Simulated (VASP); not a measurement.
# Al (P6_3/mmc) in VASP: notebook

Runs on Al. Level: LDA. Tasks: single point.

Program: VASP 6.6.1. These are calculated values, not measurements. Logs are shortened: lines on timing, memory, paths and dates and some standing lists are left out, and cuts for length are marked.

**1. The cell of the first run**

It takes space group P6_3/mmc (No. 194, hexagonal). The conventional cell has a = 2.769 Å, b = 2.769 Å, c = 8.998 Å, α = 90.00°, β = 90.00°, γ = 120.00°. Within 3.6 Å of Al (site symmetry -3m) lie 12 Al at 2.76 to 2.77 Å. Within 3.6 Å of Al (site symmetry -6m2) lie 12 Al at 2.76 to 2.77 Å.

**2. Single point, LDA**

Contents of INCAR:

```
SYSTEM = Al
PREC = Accurate
ENCUT = 520
EDIFF = 1E-6
ISMEAR = -1
SIGMA = 0.15
LREAL = .False.
LASPH = .True.
NELM = 60
ALGO = Normal
ISIF = 2
LWAVE = .False.
LCHARG = .False.
NBANDS = 14
```

Contents of KPOINTS:

```
regular mesh
0
Gamma
  9 9 3
  0 0 0
```

Contents of POSCAR:

```
Al
1.0
    2.7693653575      0.0000000000      0.0000000000
   -1.3846831685      2.3983412413      0.0000000000
    0.0000000000      0.0000000000      8.9984711376
Al
4
Direct
    0.0000000000      0.0000000000      0.0000000000
    0.3333333333      0.6666666667      0.2500000000
    0.0000000000      0.0000000000      0.5000000000
    0.6666666667      0.3333333333      0.7500000000
```

Potentials or basis: VASP PAW LDA potentials, release 64 (Al).

Run with:

```console
> cat potpaw_LDA.64/Al/POTCAR > POTCAR
> mpirun -np 1 vasp_std > vasp.out
```

OUTCAR:

```text
SYSTEM = Al
   PREC = Accurate
   ENCUT = 520
   EDIFF = 1E-6
   ISMEAR = -1
   LREAL = .False.
   LASPH = .True.
   NELM = 60
   ISIF = 2

 ion  position               nearest neighbor table
   1  0.000  0.000  0.000-   4 2.76   2 2.76   4 2.76   2 2.76   4 2.76   2 2.76
   2  0.333  0.667  0.250-   1 2.76   3 2.76   1 2.76   3 2.76   1 2.76   3 2.76
   3  0.000  0.000  0.500-   4 2.76   2 2.76   4 2.76   2 2.76   4 2.76   2 2.76
   4  0.667  0.333  0.750-   1 2.76   3 2.76   1 2.76   3 2.76   1 2.76   3 2.76

  LATTYP: Found a hexagonal cell.
 ALAT       =     2.7693653575
 C/A-ratio  =     3.2492899910

  Lattice vectors:

 A1 = (   2.7693653575,   0.0000000000,   0.0000000000)
 A2 = (  -1.3846831685,   2.3983412413,   0.0000000000)
 A3 = (   0.0000000000,   0.0000000000,   8.9984711376)

Analysis of symmetry for initial positions (statically):
=====================================================================
 Subroutine PRICEL returns:
 Original cell was already a primitive cell.

 Routine SETGRP: Setting up the symmetry group for a
 hexagonal supercell.

 Subroutine GETGRP returns: Found 24 space group operations
 (whereof 12 operations were pure point group operations)
 out of a pool of 24 trial point group operations.

The static configuration has the point symmetry D_3d.
 The point group associated with its full space group is D_6h.

Analysis of symmetry for dynamics (positions and initial velocities):
=====================================================================
 Subroutine PRICEL returns:
 Original cell was already a primitive cell.

 Routine SETGRP: Setting up the symmetry group for a
 hexagonal supercell.

 Subroutine GETGRP returns: Found 24 space group operations
 (whereof 12 operations were pure point group operations)
 out of a pool of 24 trial point group operations.

The dynamic configuration has the point symmetry D_3d.
 The point group associated with its full space group is D_6h.

 Subroutine INISYM returns: Found 24 space group operations
 (whereof 12 operations are pure point group operations),
 and found     1 'primitive' translations

----------------------------------------------------------------------------------------

                                     Primitive cell

  volume of cell :      59.7668

  direct lattice vectors                    reciprocal lattice vectors
     2.769365357  0.000000000  0.000000000     0.361093561  0.208477496  0.000000000
    -1.384683169  2.398341241  0.000000000     0.000000000  0.416954845  0.000000000
     0.000000000  0.000000000  8.998471138     0.000000000  0.000000000  0.111129989

  length of vectors
     2.769365357  2.769366026  8.998471138     0.416954945  0.416954845  0.111129989

  position of ions in fractional coordinates (direct lattice)
     0.000000000  0.000000000  0.000000000
     0.333333333  0.666666667  0.250000000
     0.000000000  0.000000000  0.500000000
     0.666666667  0.333333333  0.750000000

  ion indices of the primitive-cell ions
   primitive index   ion index
                 1           1
                 2           2
                 3           3
                 4           4

----------------------------------------------------------------------------------------

 KPOINTS: regular mesh

Automatic generation of k-mesh.
 Grid dimensions read from file:
 generate k-points for:    9    9    3

 Generating k-lattice:

  Cartesian coordinates                     Fractional coordinates (reciprocal lattice)
     0.040121507  0.023164166  0.000000000     0.111111111  0.000000000  0.000000000
     0.000000000  0.046328316  0.000000000     0.000000000  0.111111111  0.000000000
     0.000000000  0.000000000  0.037043330     0.000000000  0.000000000  0.333333333

  Length of vectors
     0.046328327  0.046328316  0.037043330

  Shift w.r.t. Gamma in fractional coordinates (k-lattice)
     0.000000000  0.000000000  0.000000000

 Subroutine IBZKPT returns following result:
 ===========================================

 Found     24 irreducible k-points:

 Following reciprocal coordinates:
            Coordinates               Weight
  0.000000  0.000000  0.000000      1.000000
  0.111111 -0.000000  0.000000      6.000000
  0.222222  0.000000  0.000000      6.000000
  0.333333  0.000000  0.000000      6.000000
  0.444444  0.000000  0.000000      6.000000
  0.111111  0.111111  0.000000      6.000000
[... 16 lines left out ...]
  0.333333  0.222222  0.333333     24.000000
  0.333333  0.333333  0.333333      4.000000
   k-points           NKPTS =     24   k-points in BZ     NKDIM =     24   number of bands    NBANDS=     14
   number of dos      NEDOS =    301   number of ions     NIONS =      4
   total plane-waves  NPLWV =  40320
   dimension x,y,z NGX =    24 NGY =   24 NGZ =   70
   dimension x,y,z NGXF=    48 NGYF=   48 NGZF=  140
   ions per type =               4
   NGX,Y,Z   is equivalent  to a cutoff of  14.41, 14.41, 12.93 a.u.
   NGXF,Y,Z  is equivalent  to a cutoff of  28.81, 28.81, 25.86 a.u.
 SYSTEM =  Al
   PREC   = accura    normal or accurate (medium, high low for compatibility)
   ISTART =      0    job   : 0-new  1-cont  2-samecut
   ICHARG =      2    charge: 1-file 2-atom 10-const
   ISPIN  =      1    spin polarized calculation?
   LNONCOLLINEAR =      F non collinear calculations
   LSORBIT =      F    spin-orbit coupling
   LASPH  =      T    aspherical Exc in radial PAW
   ENCUT  =  520.0 eV  38.22 Ry    6.18 a.u.   5.15  5.15 16.73*2*pi/ulx,y,z
   NELM   =     60;   NELMIN=  2; NELMDL= -5     # of ELM steps
   EDIFF  = 0.1E-05   stopping-criterion for ELM
   LREAL  =      F    real-space projection
   EDIFFG = 0.1E-04   stopping-criterion for IOM
   NSW    =      0    number of steps for IOM
   IBRION =     -1    ionic relax: 0-MD 1-quasi-New 2-CG
   NFREE  =      0    steps in history (QN), initial steepest desc. (CG)
   ISIF   =      2    stress and relaxation
   ISYM   =      2    0-nonsym 1-usesym 2-fastsym
   POTIM  = 0.5000    time-step for ionic-motion
   TEBEG  =    0.0;   TEEND  =   0.0 temperature during run
   PSTRESS=    0.0 pullay stress
   NELECT =      12.0000    total number of electrons
   NUPDOWN=      -1.0000    fix difference up-down
   EMIN   =  10.00;   EMAX   =-10.00  energy-range for DOS
   EFERMI =   0.00;   METHOD = LEGACY
   ISMEAR =    -1;   SIGMA  =   0.15  broadening in eV -4-tet -1-fermi 0-gaus
   EFERMI_NEDOS =   21; number of points for ismear=-14 and -15
   IALGO  =     38    algorithm
   IMIX   =      4    mixing-type and parameters
     AMIX     =   0.40;   BMIX     =  1.00
     AMIX_MAG =   1.60;   BMIX_MAG =  1.00
  volume/ion in A,a.u.               =      14.94       100.83
  Fermi-wavevector in a.u.,A,eV,Ry     =   0.958625  1.811538 12.503227  0.918961
  Thomas-Fermi vector in A             =   2.087749
   LORBIT       =      0    0 simple, 1 ext, 2 COOP (PROOUT), +10 PAW based schemes
   GGA     = CA    functional components
   LHFCALC =     F    Hartree Fock is set to
   AEXX    =    0.0000 exact exchange contribution
   IVDW    =     0    specifies the selected vdW correction
   LEPSILON=     F    determine dielectric tensor
   LRPA    =     F    only Hartree local field effects (RPA)
 non-spin polarized calculation
  energy-cutoff  :      520.00
  volume of cell :       59.77
 maximum number of plane-waves:      1625
 NGX is ok and might be reduce to    24
   NGX = 11   NGY = 11   NGZ = 33

 number of electron      12.0000000 magnetization

 Free energy of the ion-electron system (eV)
  ---------------------------------------------------
  ext. energy  EPLUGINS =         0.00000000
  ---------------------------------------------------
  free energy    TOTEN  =       -16.69651595 eV

  energy without entropy =      -16.58385941  energy(sigma->0) =      -16.64018768

 E-fermi :   8.7925     XC(G=0): -10.7166

 val. band max:        8.7244396069   @ k =   0.3333   0.3333   0.3333
 cond. band min:       8.8402856038   @ k =   0.3333   0.1111   0.0000
 fundamental gap:      0.1158459969
 Fermi energy:         8.7925193111

 k-point     1 :       0.0000    0.0000    0.0000
  band No.  band energies     occupation
      1      -2.9419      2.00000
      2      -1.1368      2.00000
      3      -1.1269      2.00000
      4       3.9385      2.00000
      5       4.3932      2.00000
      6      12.5803      0.00000
      7      12.5975      0.00000
      8      20.1172      0.00000
      9      20.1172      0.00000
     10      20.2306      0.00000
     11      20.2306      0.00000
     12      21.1645      0.00000
     13      21.1980      0.00000
     14      21.3195      0.00000

 k-point     2 :       0.1111   -0.0000    0.0000
  band No.  band energies     occupation
      1      -2.6255      2.00000
      2      -0.8250      2.00000
      3      -0.8150      2.00000
      4       4.2289      2.00000
      5       4.6988      2.00000
      6      12.8066      0.00000
      7      12.8456      0.00000
      8      16.2956      0.00000
      9      17.6965      0.00000
     10      17.8125      0.00000
     11      18.0459      0.00000
     12      19.5379      0.00000
     13      19.5570      0.00000
     14      19.5965      0.00000
[... 343 lines left out ...]
      1       3.1247      2.00000
      2       3.6943      2.00000
      3       5.7249      2.00000
      4       5.7834      2.00000
      5       6.6271      2.00000
      6       7.5541      1.99948
      7       8.3779      1.88144
      8       8.7037      1.28767
      9       9.4396      0.02641
     10      10.4035      0.00004
     11      11.6673      0.00000
     12      12.5631      0.00000
     13      13.2744      0.00000
     14      14.8309      0.00000

 k-point    24 :       0.3333    0.3333    0.3333
  band No.  band energies     occupation
      1       5.4190      2.00000
      2       5.5236      2.00000
      3       5.5236      2.00000
      4       5.8903      2.00000
      5       6.0765      2.00000
      6       6.0765      2.00000
      7       8.2894      1.93249
      8       8.2894      1.93249
      9       8.7244      1.22312
     10      10.2009      0.00017
     11      10.5169      0.00002
     12      10.5169      0.00002
     13      14.6584      0.00000
     14      14.6584      0.00000

------------------------ aborting loop because EDIFF is reached ----------------------------------------

  FORCE on cell =-STRESS in cart. coord.  units (eV):
  Direction    XX          YY          ZZ          XY          YZ          ZX
  --------------------------------------------------------------------------------------
  -------------------------------------------------------------------------------------
  Total        1.8488802      1.8488809      2.6923790     -0.0000004     -0.0000000      0.0000000
  in kB       49.5632054     49.5632256     72.1750037     -0.0000101     -0.0000000      0.0000000
  external PRESSURE =      57.1004782 kB  Pullay stress =       0.0000000 kB

 VOLUME and BASIS-vectors are now :
 -----------------------------------------------------------------------------
  energy-cutoff  :      520.00
  volume of cell :       59.77
      direct lattice vectors                 reciprocal lattice vectors
     2.769365357  0.000000000  0.000000000     0.361093561  0.208477496  0.000000000
    -1.384683169  2.398341241  0.000000000     0.000000000  0.416954845  0.000000000
     0.000000000  0.000000000  8.998471138     0.000000000  0.000000000  0.111129989

 POSITION                                       TOTAL-FORCE (eV/Angst)
 -----------------------------------------------------------------------------------
      0.00000      0.00000      0.00000         0.000000     -0.000000      0.000000
     -0.00000      1.59889      2.24962         0.000000     -0.000000     -0.000000
      0.00000      0.00000      4.49924         0.000000     -0.000000      0.000000
      1.38468      0.79945      6.74885        -0.000000      0.000000      0.000000
 -----------------------------------------------------------------------------------
    total drift:                               -0.000000      0.000000      0.000000

  FREE ENERGIE OF THE ION-ELECTRON SYSTEM (eV)
  ---------------------------------------------------
  free  energy   TOTEN  =       -16.6965159450 eV

  energy  without entropy=      -16.5838594065  energy(sigma->0) =      -16.64018768
```

It took 5.6 s on 1 thread of Intel Xeon 6975P-C (Granite Rapids), shared host; peak memory 0.16 GiB.

What came out:

* Free energy: -16.6965 eV
* Pressure: 5.7 GPa
* Band gap on the k mesh: zero (band 6 reaches 13.00 eV, above the bottom of band 7 at 7.45 eV)

Stress tensor (GPa, compression positive):
```
4.96 0.00 0.00
0.00 4.96 0.00
0.00 0.00 7.22
```

Levels at points of the mesh, in eV from the Fermi level:
```tsv
k point	band 1	band 2	band 3	band 4	band 5	band 6	band 7	band 8	band 9	band 10
(0.00, 0.00, 0.00)	-11.73	-9.93	-9.92	-4.85	-4.40	3.79	3.80	11.32	11.32	11.44
```

(Part 1 of 2 ends here.)
